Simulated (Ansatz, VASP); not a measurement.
# Two plane-wave programs on Si

Contents of INCAR:

```
ALGO = Normal
EDIFF = 1E-6
ENCUT = 500
GGA = PE
GGA_COMPAT = F
ISIF = 2
ISMEAR = 0
LASPH = T
LCHARG = F
LREAL = F
LWAVE = F
NBANDS = 11
NELM = 120
PREC = Accurate
SIGMA = 0.02
```

KPOINTS

```
k-points
0
Gamma
  8 8 8
```

The input POSCAR:

```
Si
1.0
    0.0000000000      2.7348308326      2.7348308326
    2.7348308326      0.0000000000      2.7348308326
    2.7348308326      2.7348308326      0.0000000000
Si
2
Direct
    0.0000000000      0.0000000000      0.0000000000
    0.2500000000      0.2500000000      0.2500000000
```

Input for Ansatz:

```yaml
crystal:
  lattice:
    - [0.0, 2.7348308326, 2.7348308326]
    - [2.7348308326, 0.0, 2.7348308326]
    - [2.7348308326, 2.7348308326, 0.0]
  atoms:
    - { symbol: Si, position: [0.0, 0.0, 0.0] }
    - { symbol: Si, position: [0.25, 0.25, 0.25] }
basis:
  ecutwfc: 420
kpoints:
  mp_grid: { grid: [8, 8, 8] }
  band_path:
    path:
      - [[0.0, 0.0, 0.0], [0.5, 0.0, 0.5], [0.625, 0.25, 0.625]]
      - [[0.375, 0.375, 0.75], [0.0, 0.0, 0.0], [0.5, 0.5, 0.5], [0.5, 0.25, 0.75], [0.5, 0.0, 0.5]]
    npoints: 10
hamiltonian:
  xc: pbe
  pseudopotentials: { kind: paw, azcp: { folder: soft_1 } }
scf:
  occupations: { method: gaussian, width: 0.02 }
  n_extra_bands: 7
output:
  forces: true
  stress: true
  eigenvalues: true
```

Alike in both runs: task single point; functional PBE; k mesh 8 × 8 × 8; occupations gaussian, width 0.02 eV; no spin polarisation.

|  | VASP | Ansatz |
| --- | --- | --- |
| version | VASP 6.6.1 | Ansatz 0.2.0 |
| potentials or method | VASP PAW PBE potentials, release 64 (Si), cutoff 500 eV | scalar-relativistic, plane waves, PAW |
| valence electrons in the cell | 8 | 8 |

Ansatz gave:

```
gap on the k mesh at the Fermi level (eV) : 0.65
least direct gap on the mesh (eV)         : 2.55
pressure (GPa)                            : 0.0
```

Which values does VASP return?

gap on the k mesh at the Fermi level (eV): 0.65; least direct gap on the mesh (eV): 2.56; pressure (GPa): 0.0.
